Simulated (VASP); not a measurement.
# Ru (P6_3/mmc) in VASP: a series of runs

Ru is run at these levels: PBE, revPBE+D3(BJ), RPBE, PBEsol; tasks: relaxation of cell and atoms.

All numbers are computed with VASP 6.6.1; they aren't measurements. Logs are shortened: lines on timing, memory, paths and dates and some standing lists are left out, and cuts for length are marked.

## (1) The cell of the first run

It takes space group P6_3/mmc (No. 194, hexagonal). The conventional cell has a = 2.706 Å, b = 2.706 Å, c = 4.282 Å, α = 90.00°, β = 90.00°, γ = 120.00°. Within 3.5 Å of Ru (site symmetry -6m2) lie 12 Ru at 2.65 to 2.71 Å.

## (2) Relaxation of cell and atoms, PBE

INCAR

```
ALGO = Normal ; EDIFF = 1E-6
EDIFFG = -0.02 ; ENCUT = 600
GGA = PE ; IBRION = 2
ISIF = 3 ; ISMEAR = -1
LASPH = T ; LCHARG = F
LREAL = F ; LWAVE = F
NELM = 80 ; NSW = 80
PREC = Accurate ; SIGMA = 0.1
```

KPOINTS

```
k-points
0
Gamma
  10 10 6
```

POSCAR

```
Ru
1.0
    2.7058000000      0.0000000000      0.0000000000
   -1.3529000000      2.3432915400      0.0000000000
    0.0000000000      0.0000000000      4.2819000000
Ru
2
Direct
    0.3333333300      0.6666666700      0.2500000000
    0.6666666700      0.3333333300      0.7500000000
```

Potentials or basis: VASP PAW PBE potentials, release 64 (Ru_pv).

Command:

```console
> cat potpaw_PBE.64/Ru_pv/POTCAR > POTCAR
> mpirun -np 1 vasp_std > vasp.out
```

OUTCAR:

```text
EDIFF = 1E-6
   EDIFFG = -0.02
   ENCUT = 600
   GGA = PE
   IBRION = 2
   ISIF = 3
   ISMEAR = -1
   LASPH = T
   LREAL = F
   NELM = 80
   NSW = 80
   PREC = Accurate

 ion  position               nearest neighbor table
   1  0.333  0.667  0.250-   2 2.65   2 2.65   2 2.65   2 2.65   2 2.65   2 2.65
   2  0.667  0.333  0.750-   1 2.65   1 2.65   1 2.65   1 2.65   1 2.65   1 2.65

  LATTYP: Found a hexagonal cell.
 ALAT       =     2.7058000000
 C/A-ratio  =     1.5824894671

  Lattice vectors:

 A1 = (   2.7058000000,   0.0000000000,   0.0000000000)
 A2 = (  -1.3529000000,   2.3432915400,   0.0000000000)
 A3 = (   0.0000000000,   0.0000000000,   4.2819000000)

Analysis of symmetry for initial positions (statically):
=====================================================================
 Subroutine PRICEL returns:
 Original cell was already a primitive cell.

 Routine SETGRP: Setting up the symmetry group for a
 hexagonal supercell.

 Subroutine GETGRP returns: Found 24 space group operations
 (whereof 12 operations were pure point group operations)
 out of a pool of 24 trial point group operations.

The static configuration has the point symmetry D_3d.
 The point group associated with its full space group is D_6h.

Analysis of symmetry for dynamics (positions and initial velocities):
=====================================================================
 Subroutine PRICEL returns:
 Original cell was already a primitive cell.

 Routine SETGRP: Setting up the symmetry group for a
 hexagonal supercell.

 Subroutine GETGRP returns: Found 24 space group operations
 (whereof 12 operations were pure point group operations)
 out of a pool of 24 trial point group operations.

The dynamic configuration has the point symmetry D_3d.
 The point group associated with its full space group is D_6h.

 Subroutine INISYM returns: Found 24 space group operations
 (whereof 12 operations are pure point group operations),
 and found     1 'primitive' translations

----------------------------------------------------------------------------------------

                                     Primitive cell

  volume of cell :      27.1493

  direct lattice vectors                    reciprocal lattice vectors
     2.705800000  0.000000000  0.000000000     0.369576465  0.213375072  0.000000000
    -1.352900000  2.343291540  0.000000000     0.000000000  0.426750143  0.000000000
     0.000000000  0.000000000  4.281900000     0.000000000  0.000000000  0.233541185

  length of vectors
     2.705800000  2.705800002  4.281900000     0.426750143  0.426750143  0.233541185

  position of ions in fractional coordinates (direct lattice)
     0.333333330  0.666666670  0.250000000
     0.666666670  0.333333330  0.750000000

  ion indices of the primitive-cell ions
   primitive index   ion index
                 1           1
                 2           2

----------------------------------------------------------------------------------------

 KPOINTS: k-points

Automatic generation of k-mesh.
 Grid dimensions read from file:
 generate k-points for:   10   10    6

 Generating k-lattice:

  Cartesian coordinates                     Fractional coordinates (reciprocal lattice)
     0.036957647  0.021337507  0.000000000     0.100000000  0.000000000  0.000000000
     0.000000000  0.042675014  0.000000000     0.000000000  0.100000000  0.000000000
     0.000000000  0.000000000  0.038923531     0.000000000  0.000000000  0.166666667

  Length of vectors
     0.042675014  0.042675014  0.038923531

  Shift w.r.t. Gamma in fractional coordinates (k-lattice)
     0.000000000  0.000000000  0.000000000

 Subroutine IBZKPT returns following result:
 ===========================================

 Found     56 irreducible k-points:

 Following reciprocal coordinates:
            Coordinates               Weight
  0.000000  0.000000  0.000000      1.000000
  0.100000 -0.000000  0.000000      6.000000
  0.200000 -0.000000  0.000000      6.000000
  0.300000 -0.000000  0.000000      6.000000
  0.400000 -0.000000  0.000000      6.000000
  0.500000  0.000000  0.000000      3.000000
[... 16 lines left out ...]
  0.300000  0.100000  0.166667     24.000000
  0.400000  0.100000  0.166667     24.000000
 [... further k-points ...]
   k-points           NKPTS =     56   k-points in BZ     NKDIM =     56   number of bands    NBANDS=     18
   number of dos      NEDOS =    301   number of ions     NIONS =      2
   total plane-waves  NPLWV =  20736
   dimension x,y,z NGX =    24 NGY =   24 NGZ =   36
   dimension x,y,z NGXF=    48 NGYF=   48 NGZF=   72
   ions per type =               2
   NGX,Y,Z   is equivalent  to a cutoff of  14.75, 14.75, 13.98 a.u.
   NGXF,Y,Z  is equivalent  to a cutoff of  29.49, 29.49, 27.95 a.u.
 SYSTEM =  unknown system
   PREC   = accura    normal or accurate (medium, high low for compatibility)
   ISTART =      0    job   : 0-new  1-cont  2-samecut
   ICHARG =      2    charge: 1-file 2-atom 10-const
   ISPIN  =      1    spin polarized calculation?
   LNONCOLLINEAR =      F non collinear calculations
   LSORBIT =      F    spin-orbit coupling
   LASPH  =      T    aspherical Exc in radial PAW
   ENCUT  =  600.0 eV  44.10 Ry    6.64 a.u.   5.40  5.40  8.55*2*pi/ulx,y,z
   NELM   =     80;   NELMIN=  2; NELMDL= -5     # of ELM steps
   EDIFF  = 0.1E-05   stopping-criterion for ELM
   LREAL  =      F    real-space projection
   EDIFFG = -.2E-01   stopping-criterion for IOM
   NSW    =     80    number of steps for IOM
   IBRION =      2    ionic relax: 0-MD 1-quasi-New 2-CG
   NFREE  =      1    steps in history (QN), initial steepest desc. (CG)
   ISIF   =      3    stress and relaxation
   ISYM   =      2    0-nonsym 1-usesym 2-fastsym
   POTIM  = 0.5000    time-step for ionic-motion
   TEBEG  =    0.0;   TEEND  =   0.0 temperature during run
   PSTRESS=    0.0 pullay stress
   NELECT =      28.0000    total number of electrons
   NUPDOWN=      -1.0000    fix difference up-down
   EMIN   =  10.00;   EMAX   =-10.00  energy-range for DOS
   EFERMI =   0.00;   METHOD = LEGACY
   ISMEAR =    -1;   SIGMA  =   0.10  broadening in eV -4-tet -1-fermi 0-gaus
   EFERMI_NEDOS =   21; number of points for ismear=-14 and -15
   IALGO  =     38    algorithm
   IMIX   =      4    mixing-type and parameters
     AMIX     =   0.40;   BMIX     =  1.00
     AMIX_MAG =   1.60;   BMIX_MAG =  1.00
  volume/ion in A,a.u.               =      13.57        91.61
  Fermi-wavevector in a.u.,A,eV,Ry     =   1.654022  3.125649 37.222674  2.735789
  Thomas-Fermi vector in A             =   2.742361
   LORBIT       =      0    0 simple, 1 ext, 2 COOP (PROOUT), +10 PAW based schemes
   GGA     = PE    functional components
   LHFCALC =     F    Hartree Fock is set to
   AEXX    =    0.0000 exact exchange contribution
   IVDW    =     0    specifies the selected vdW correction
   LEPSILON=     F    determine dielectric tensor
   LRPA    =     F    only Hartree local field effects (RPA)
 conjugate gradient relaxation of ions
 non-spin polarized calculation
  energy-cutoff  :      600.00
  volume of cell :       27.15
 maximum number of plane-waves:       935
 NGX is ok and might be reduce to    24
   NGX = 11   NGY = 11   NGZ = 17

--------------------------------------- Ionic step        1  -------------------------------------------

 number of electron      28.0000002 magnetization

 Free energy of the ion-electron system (eV)
  ---------------------------------------------------
  ext. energy  EPLUGINS =         0.00000000
  ---------------------------------------------------
  free energy    TOTEN  =       -18.47415136 eV

  energy without entropy =      -18.41041360  energy(sigma->0) =      -18.44228248

------------------------ aborting loop because EDIFF is reached ----------------------------------------

  FORCE on cell =-STRESS in cart. coord.  units (eV):
  Direction    XX          YY          ZZ          XY          YZ          ZX
  --------------------------------------------------------------------------------------
  -------------------------------------------------------------------------------------
  Total        0.9897429      0.9897429      0.4385008      0.0000000     -0.0000000      0.0000000
  in kB       58.4082812     58.4082814     25.8775047      0.0000000     -0.0000000      0.0000000
  external PRESSURE =      47.5646891 kB  Pullay stress =       0.0000000 kB
[... 165 lines left out ...]
  energy  without entropy=      -18.4185842630  energy(sigma->0) =      -18.44991643

--------------------------------------- Ionic step        6  -------------------------------------------

 number of electron      28.0000004 magnetization

 Free energy of the ion-electron system (eV)
  ---------------------------------------------------
  ext. energy  EPLUGINS =         0.00000000
  ---------------------------------------------------
  free energy    TOTEN  =       -18.48144766 eV

  energy without entropy =      -18.41810932  energy(sigma->0) =      -18.44977849

 E-fermi :  12.5783     XC(G=0): -14.0283

 val. band max:       12.4360132638   @ k =   0.1000  -0.0000   0.3333
 cond. band min:      12.5842206709   @ k =   0.4000  -0.0000   0.3333
 fundamental gap:      0.1482074072
 Fermi energy:        12.5783325777

 k-point     1 :       0.0000    0.0000    0.0000
  band No.  band energies     occupation
      1     -31.0318      2.00000
      2     -30.1393      2.00000
      3     -30.1393      2.00000
      4     -29.9702      2.00000
      5     -29.9702      2.00000
      6     -29.9253      2.00000
[... 10 lines left out ...]
     17      13.7298      0.00002
     18      13.9400      0.00000
[... 466 lines left out ...]
      2     -30.6839      2.00000
      3     -30.4880      2.00000
      4     -30.3543      2.00000
      5     -30.1934      2.00000
      6     -30.1227      2.00000
[... 10 lines left out ...]
     17      16.1026      0.00000
     18      19.1665      0.00000

 [... further k-points ...]

------------------------ aborting loop because EDIFF is reached ----------------------------------------

  FORCE on cell =-STRESS in cart. coord.  units (eV):
  Direction    XX          YY          ZZ          XY          YZ          ZX
  --------------------------------------------------------------------------------------
  -------------------------------------------------------------------------------------
  Total        0.0060971      0.0060971     -0.0019686      0.0000000      0.0000000     -0.0000000
  in kB        0.3545122      0.3545122     -0.1144653      0.0000000      0.0000000     -0.0000000
  external PRESSURE =       0.1981864 kB  Pullay stress =       0.0000000 kB
[... 17 lines left out ...]
  FREE ENERGIE OF THE ION-ELECTRON SYSTEM (eV)
  ---------------------------------------------------
  free  energy   TOTEN  =       -18.4814476594 eV

  energy  without entropy=      -18.4181093188  energy(sigma->0) =      -18.44977849

 reached required accuracy - stopping structural energy minimisation
```

It took 1.8 min on 1 thread of Intel Xeon 8259CL, shared host; peak memory 0.18 GiB.

What came out:

```
Free energy                           : -18.4814 eV
Relaxed volume                        : 13.78 Å³/atom
Relaxed cell                          : a = 2.726 Å, b = 2.726 Å, c = 4.281 Å, α = 90.00°, β = 90.00°, γ = 120.00°
Space group after relaxing (to 0.1 Å) : P6_3/mmc (No. 194)
Energy gained by relaxing             : 3.6 meV/atom
Ionic steps                           : 6
Pressure after relaxing               : 0.0 GPa
Band gap on the k mesh                : zero (bands 14 and 15 overlap by 3.13 eV)
```

The path:
| step | energy change (eV) | largest force (eV/Å) | pressure (GPa) | volume (Å³) |
| --- | --- | --- | --- | --- |
| 1 | 0.0000 | 0.0000 | 4.76 | 27.15 |
| 2 | 0.0401 | 0.0000 | -11.97 | 28.76 |
| 3 | -0.0069 | 0.0000 | -0.36 | 27.59 |
| 4 | -0.0069 | 0.0000 | -0.28 | 27.58 |
| 5 | -0.0071 | 0.0000 | 0.23 | 27.54 |
| 6 | -0.0073 | 0.0000 | 0.02 | 27.55 |

Final structure:
```yaml
crystal:
  lattice:
    - [2.72607, 0.00000, 0.00000]
    - [-1.36303, 2.36085, 0.00000]
    - [0.00000, 0.00000, 4.28150]
  atoms:
    - { symbol: Ru, position: [0.33333, 0.66667, 0.25000] }
    - { symbol: Ru, position: [0.66667, 0.33333, 0.75000] }
```

Levels at points of the mesh, in eV from the Fermi level:
```csv
k point,band 12,band 13,band 14,band 15,band 16,band 17
"(0.00, 0.00, 0.00)",-1.87,-1.87,-1.42,-1.42,1.15,1.15
"(0.50, 0.00, 0.00)",-1.80,-1.46,1.34,1.76,1.89,3.96
"(0.00, 0.00, 0.50)",-2.73,-2.63,-2.63,0.53,0.53,0.53
"(0.50, 0.00, 0.50)",-1.06,0.43,0.43,1.60,1.60,3.33
```

PBE usually gives volumes a little too large and moduli too small. Zero-point motion and thermal expansion aren't in these numbers.

(Part 1 of 3 ends here.)
